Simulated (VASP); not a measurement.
# Al2Pt (I4/mmm) in VASP: further runs, part 2 of 2

VASP 6.6.1. The steps go on from the part before.

## Step 3: Single point, LDA (zz strain of +1 %)

INCAR

```
SYSTEM = Al2Pt
ALGO = Normal ; EDIFF = 1E-6
ENCUT = 520 ; GGA = CA
ISIF = 2 ; ISMEAR = -1
LASPH = .TRUE. ; LCHARG = .FALSE.
LREAL = .FALSE. ; LWAVE = .FALSE.
NBANDS = 15 ; NELM = 80
PREC = Accurate ; SIGMA = 0.08
```

KPOINTS

```
k-points
0
G
  12 12 12
  0 0 0
```

POSCAR

```
Al2Pt
1.0
    0.0000000000      2.9550000000      2.9845500000
    2.9550000000      0.0000000000      2.9845500000
    2.9550000000      2.9550000000      0.0000000000
Al Pt
2 1
Direct
    0.2500000000      0.2500000000      0.2500000000
    0.7500000000      0.7500000000      0.7500000000
    0.0000000000      0.0000000000      0.0000000000
```

Potentials or basis: VASP PAW LDA potentials, release 64 (Al, Pt).

Command:

```bash
> cat potpaw_LDA.64/Al/POTCAR potpaw_LDA.64/Pt/POTCAR > POTCAR
> mpirun -np 1 vasp_std > vasp.out
```

OUTCAR:

```text
SYSTEM = Al2Pt
   EDIFF = 1E-6
   ENCUT = 520
   GGA = CA
   ISIF = 2
   ISMEAR = -1
   LASPH = .TRUE.
   LREAL = .FALSE.
   NELM = 80
   PREC = Accurate

 ion  position               nearest neighbor table
   1  0.250  0.250  0.250-   3 2.57   3 2.57   3 2.57   3 2.57   2 2.96   2 2.96   2 2.96   2 2.96
                             2 2.98   2 2.98
   2  0.750  0.750  0.750-   3 2.57   3 2.57   3 2.57   3 2.57   1 2.96   1 2.96   1 2.96   1 2.96
                             1 2.98   1 2.98
   3  0.000  0.000  0.000-   2 2.57   2 2.57   2 2.57   1 2.57   2 2.57   1 2.57   1 2.57   1 2.57

  LATTYP: Found a body centered tetragonal cell.
 ALAT       =     4.1790010768
 C/A-ratio  =     1.4283556980

  Lattice vectors:

 A1 = (  -2.9550000000,   0.0000000000,   2.9845500000)
 A2 = (   2.9550000000,   0.0000000000,   2.9845500000)
 A3 = (   0.0000000000,   2.9550000000,  -2.9845500000)

Analysis of symmetry for initial positions (statically):
=====================================================================
 Subroutine PRICEL returns:
 Original cell was already a primitive cell.

 Routine SETGRP: Setting up the symmetry group for a
 body centered tetragonal supercell.

 Subroutine GETGRP returns: Found 16 space group operations
 (whereof 16 operations were pure point group operations)
 out of a pool of 16 trial point group operations.

The static configuration has the point symmetry D_4h.

Analysis of symmetry for dynamics (positions and initial velocities):
=====================================================================
 Subroutine PRICEL returns:
 Original cell was already a primitive cell.

 Routine SETGRP: Setting up the symmetry group for a
 body centered tetragonal supercell.

 Subroutine GETGRP returns: Found 16 space group operations
 (whereof 16 operations were pure point group operations)
 out of a pool of 16 trial point group operations.

The dynamic configuration has the point symmetry D_4h.

 Subroutine INISYM returns: Found 16 space group operations
 (whereof 16 operations are pure point group operations),
 and found     1 'primitive' translations

----------------------------------------------------------------------------------------

                                     Primitive cell

  volume of cell :      52.1223

  direct lattice vectors                    reciprocal lattice vectors
     0.000000000  2.955000000  2.984550000    -0.169204738  0.169204738  0.167529443
     2.955000000  0.000000000  2.984550000     0.169204738 -0.169204738  0.167529443
     2.955000000  2.955000000  0.000000000     0.169204738  0.169204738 -0.167529443

  length of vectors
     4.199948060  4.199948060  4.179001077     0.292107174  0.292107174  0.292107174

  position of ions in fractional coordinates (direct lattice)
     0.250000000  0.250000000  0.250000000
     0.750000000  0.750000000  0.750000000
     0.000000000  0.000000000  0.000000000

  ion indices of the primitive-cell ions
   primitive index   ion index
                 1           1
                 2           2
                 3           3

----------------------------------------------------------------------------------------

 KPOINTS: k-points

Automatic generation of k-mesh.
 Grid dimensions read from file:
[... 48 lines left out ...]
   number of dos      NEDOS =    301   number of ions     NIONS =      3
   total plane-waves  NPLWV =  32768
   dimension x,y,z NGX =    32 NGY =   32 NGZ =   32
   dimension x,y,z NGXF=    64 NGYF=   64 NGZF=   64
   ions per type =               2   1
   NGX,Y,Z   is equivalent  to a cutoff of  12.67, 12.67, 12.73 a.u.
   NGXF,Y,Z  is equivalent  to a cutoff of  25.33, 25.33, 25.46 a.u.
 SYSTEM =  Al2Pt
   PREC   = accura    normal or accurate (medium, high low for compatibility)
   ISTART =      0    job   : 0-new  1-cont  2-samecut
   ICHARG =      2    charge: 1-file 2-atom 10-const
   ISPIN  =      1    spin polarized calculation?
   LNONCOLLINEAR =      F non collinear calculations
   LSORBIT =      F    spin-orbit coupling
   LASPH  =      T    aspherical Exc in radial PAW
   ENCUT  =  520.0 eV  38.22 Ry    6.18 a.u.   7.81  7.81  7.77*2*pi/ulx,y,z
   NELM   =     80;   NELMIN=  2; NELMDL= -5     # of ELM steps
   EDIFF  = 0.1E-05   stopping-criterion for ELM
   LREAL  =      F    real-space projection
   EDIFFG = 0.1E-04   stopping-criterion for IOM
   NSW    =      0    number of steps for IOM
   IBRION =     -1    ionic relax: 0-MD 1-quasi-New 2-CG
   NFREE  =      0    steps in history (QN), initial steepest desc. (CG)
   ISIF   =      2    stress and relaxation
   ISYM   =      2    0-nonsym 1-usesym 2-fastsym
   POTIM  = 0.5000    time-step for ionic-motion
   TEBEG  =    0.0;   TEEND  =   0.0 temperature during run
   PSTRESS=    0.0 pullay stress
   NELECT =      16.0000    total number of electrons
   NUPDOWN=      -1.0000    fix difference up-down
   EMIN   =  10.00;   EMAX   =-10.00  energy-range for DOS
   EFERMI =   0.00;   METHOD = LEGACY
   ISMEAR =    -1;   SIGMA  =   0.08  broadening in eV -4-tet -1-fermi 0-gaus
   EFERMI_NEDOS =   21; number of points for ismear=-14 and -15
   IALGO  =     38    algorithm
   IMIX   =      4    mixing-type and parameters
     AMIX     =   0.40;   BMIX     =  1.00
     AMIX_MAG =   1.60;   BMIX_MAG =  1.00
  volume/ion in A,a.u.               =      17.37       117.25
  Fermi-wavevector in a.u.,A,eV,Ry     =   1.104350  2.086920 16.593526  1.219590
  Thomas-Fermi vector in A             =   2.240822
   LORBIT       =      0    0 simple, 1 ext, 2 COOP (PROOUT), +10 PAW based schemes
   GGA     = CA    functional components
   LHFCALC =     F    Hartree Fock is set to
   AEXX    =    0.0000 exact exchange contribution
   IVDW    =     0    specifies the selected vdW correction
   LEPSILON=     F    determine dielectric tensor
   LRPA    =     F    only Hartree local field effects (RPA)
 non-spin polarized calculation
  energy-cutoff  :      520.00
  volume of cell :       52.12
 maximum number of plane-waves:      1419
   NGX = 15   NGY = 15   NGZ = 15

 number of electron      16.0000000 magnetization

 Free energy of the ion-electron system (eV)
  ---------------------------------------------------
  ext. energy  EPLUGINS =         0.00000000
  ---------------------------------------------------
  free energy    TOTEN  =       -18.58008773 eV

  energy without entropy =      -18.55439271  energy(sigma->0) =      -18.56724022

 E-fermi :   7.6087     XC(G=0): -10.8429

 val. band max:        7.6058974221   @ k =  -0.3333   0.3333   0.0000
 cond. band min:       7.6186030939   @ k =   0.2500   0.0000   0.2500
 fundamental gap:      0.0127056718
 Fermi energy:         7.6087054696

 k-point     1 :       0.0000    0.0000    0.0000
  band No.  band energies     occupation
      1      -2.5571      2.00000
      2       2.5609      2.00000
      3       2.5609      2.00000
      4       2.5762      2.00000
      5       3.8997      2.00000
      6       3.9401      2.00000
      7      10.3360      0.00000
      8      11.3598      0.00000
      9      11.4332      0.00000
     10      11.4332      0.00000
     11      12.8847      0.00000
     12      12.8847      0.00000
     13      13.0320      0.00000
     14      13.6412      0.00000
[... 401 lines left out ...]
      2       1.5606      2.00000
      3       2.7842      2.00000
      4       3.0956      2.00000
      5       3.6815      2.00000
      6       4.0080      2.00000
      7       4.3672      2.00000
      8       7.0536      1.99806
      9       8.2869      0.00042
     10      11.0772      0.00000
     11      13.1782      0.00000
     12      13.5288      0.00000
     13      14.3864      0.00000
     14      16.2857      0.00000
     15      16.7405      0.00000

 [... further k-points ...]

------------------------ aborting loop because EDIFF is reached ----------------------------------------

  FORCE on cell =-STRESS in cart. coord.  units (eV):
  Direction    XX          YY          ZZ          XY          YZ          ZX
  --------------------------------------------------------------------------------------
  -------------------------------------------------------------------------------------
  Total       -1.5048888     -1.5048888     -1.7181167      0.0000000      0.0000000     -0.0000000
  in kB      -46.2584587    -46.2584587    -52.8128273      0.0000000      0.0000000     -0.0000000
  external PRESSURE =     -48.4432482 kB  Pullay stress =       0.0000000 kB

 VOLUME and BASIS-vectors are now :
 -----------------------------------------------------------------------------
  energy-cutoff  :      520.00
  volume of cell :       52.12
      direct lattice vectors                 reciprocal lattice vectors
     0.000000000  2.955000000  2.984550000    -0.169204738  0.169204738  0.167529443
     2.955000000  0.000000000  2.984550000     0.169204738 -0.169204738  0.167529443
     2.955000000  2.955000000  0.000000000     0.169204738  0.169204738 -0.167529443

 POSITION                                       TOTAL-FORCE (eV/Angst)
 -----------------------------------------------------------------------------------
      1.47750      1.47750      1.49228        -0.000000     -0.000000     -0.000000
      4.43250      4.43250      4.47682         0.000000      0.000000     -0.000000
      0.00000      0.00000      0.00000         0.000000     -0.000000      0.000000
 -----------------------------------------------------------------------------------
    total drift:                                0.000000     -0.000000      0.000000

  FREE ENERGIE OF THE ION-ELECTRON SYSTEM (eV)
  ---------------------------------------------------
  free  energy   TOTEN  =       -18.5800877282 eV

  energy  without entropy=      -18.5543927053  energy(sigma->0) =      -18.56724022
```

OSZICAR:

```text
N       E                     dE             d eps       ncg     rms          rms(c)
DAV:   1     0.473102749411E+02    0.47310E+02   -0.66698E+03  4954   0.911E+02
DAV:   2    -0.176640935940E+02   -0.64974E+02   -0.57400E+02  5914   0.166E+02
DAV:   3    -0.192015901731E+02   -0.15375E+01   -0.15278E+01  6361   0.244E+01
DAV:   4    -0.192128114929E+02   -0.11221E-01   -0.11220E-01  5716   0.247E+00
DAV:   5    -0.192129731915E+02   -0.16170E-03   -0.16170E-03  6543   0.303E-01    0.845E+00
DAV:   6    -0.187199207223E+02    0.49305E+00   -0.18253E+00  5681   0.121E+01    0.219E+00
DAV:   7    -0.186210004809E+02    0.98920E-01   -0.14346E-01  5716   0.354E+00    0.163E+00
DAV:   8    -0.185803331516E+02    0.40667E-01   -0.38864E-02  5989   0.150E+00    0.262E-01
DAV:   9    -0.185800924530E+02    0.24070E-03   -0.15096E-03  6216   0.302E-01    0.165E-01
DAV:  10    -0.185800917719E+02    0.68117E-06   -0.15675E-04  6269   0.103E-01    0.183E-02
DAV:  11    -0.185800876815E+02    0.40904E-05   -0.13824E-05  6045   0.349E-02    0.778E-03
DAV:  12    -0.185800877282E+02   -0.46641E-07   -0.67439E-07  3838   0.558E-03
   1 F= -.18580088E+02 E0= -.18567240E+02  d E =-.256950E-01
```

Run time: 63 s. Hardware: 1 thread of Intel Xeon Platinum 8259CL at 2.50GHz (Skylake/Cascade Lake), shared host; peak memory 0.25 GiB.

Results:

```yaml
Free_energy: -18.5801 eV
Pressure: -4.8 GPa
Band_gap_on_the_k_mesh: zero (bands 8 and 9 overlap by 5.32 eV)
```

Caveat: the cell differs from its parent crystal (zz strain of +1 %); the cell stands under tension; spin-orbit coupling is left out, which moves the levels of the heavy elements.

## Step 4: Single point, LDA (zz strain of +2 %)

INCAR

```
SYSTEM = Al2Pt
ALGO     = Normal         ! electronic algorithm
EDIFF    = 1E-7           ! SCF threshold, eV
ENCUT    = 520            ! plane-wave cutoff, eV
GGA      = CA             ! functional
ISIF     = 2              ! what is computed and relaxed
ISMEAR   = -1             ! smearing method
LASPH    = .True.         ! aspherical terms in the spheres
LCHARG   = .False.        ! write CHGCAR
LREAL    = .False.        ! projectors in reciprocal space
LWAVE    = .False.        ! write WAVECAR
NBANDS   = 15             ! bands
NELM     = 60             ! most SCF steps
PREC     = Accurate       ! precision mode
SIGMA    = 0.08           ! smearing width, eV
```

KPOINTS

```
k-points
0
Gamma
  12 12 12
  0 0 0
```

POSCAR

```
Al2Pt
1.0
    0.0000000000      2.9550000000      3.0141000000
    2.9550000000      0.0000000000      3.0141000000
    2.9550000000      2.9550000000      0.0000000000
Al Pt
2 1
Direct
    0.2500000000      0.2500000000      0.2500000000
    0.7500000000      0.7500000000      0.7500000000
    0.0000000000      0.0000000000      0.0000000000
```

Command:

```bash
> cat potpaw_LDA.64/Al/POTCAR potpaw_LDA.64/Pt/POTCAR > POTCAR
> mpirun -np 1 vasp_std > vasp.out
```

It took 64 s on 1 thread of Intel Xeon Platinum 8259CL at 2.50GHz (Skylake/Cascade Lake), shared host; peak memory 0.25 GiB.

The run converged. Its results:

```
Free energy            : -18.5606 eV
Pressure               : -6.0 GPa
Band gap on the k mesh : zero (bands 8 and 9 overlap by 5.22 eV)
```

Stress tensor (GPa, compression positive):
```
-5.61  0.00  0.00
 0.00 -5.61  0.00
 0.00  0.00 -6.88
```

Levels at points of the mesh, in eV from the Fermi level:
```
           k point  band 4  band 5  band 6  band 7  band 8  band 9  band 10  band 11  band 12  band 13
(0.00, 0.00, 0.00)   -4.97   -3.69   -3.61    2.66    3.69    3.84     3.84     5.17     5.17     5.47
(0.50, 0.00, 0.00)   -4.65   -3.70   -3.45   -3.43    0.93    1.07     3.65     4.88     5.08     5.23
(0.50, 0.50, 0.00)   -3.78   -3.78   -3.44   -3.16   -1.49   -1.49     3.08     3.39     8.07    10.47
(0.50, 0.00, 0.50)   -3.80   -3.70   -3.37   -3.17   -1.68   -1.53     2.87     3.28     8.07    10.23
```

Caveat: the cell differs from its parent crystal (zz strain of +2 %); the cell stands under tension; spin-orbit coupling is left out, which moves the levels of the heavy elements.

## Step 5: The runs side by side

| cell | gap on the mesh (eV) | pressure (GPa) |
| --- | --- | --- |
| a = 4.158, b = 4.158, c = 4.179 Å, angles 59.8, 59.8, 60.3°, 3 atoms | none | -2.3 |
| a = 4.200, b = 4.200, c = 4.179 Å, angles 60.2, 60.2, 59.7°, 3 atoms | none | -4.8 |
| a = 4.221, b = 4.221, c = 4.179 Å, angles 60.3, 60.3, 59.3°, 3 atoms | none | -6.0 |

Alike in all rows: task single point; level LDA; potentials or basis VASP PAW LDA potentials, release 64 (Al, Pt); no spin polarisation; k mesh 12 × 12 × 12; cutoff (eV) 520; smearing fermi-dirac 0.08 eV.

Caveats: spin-orbit coupling is left out, which moves the levels of the heavy elements; the cell stands under tension (at least some runs).

Total energies depend on the potentials used, so only differences within one code and one set of settings carry meaning.
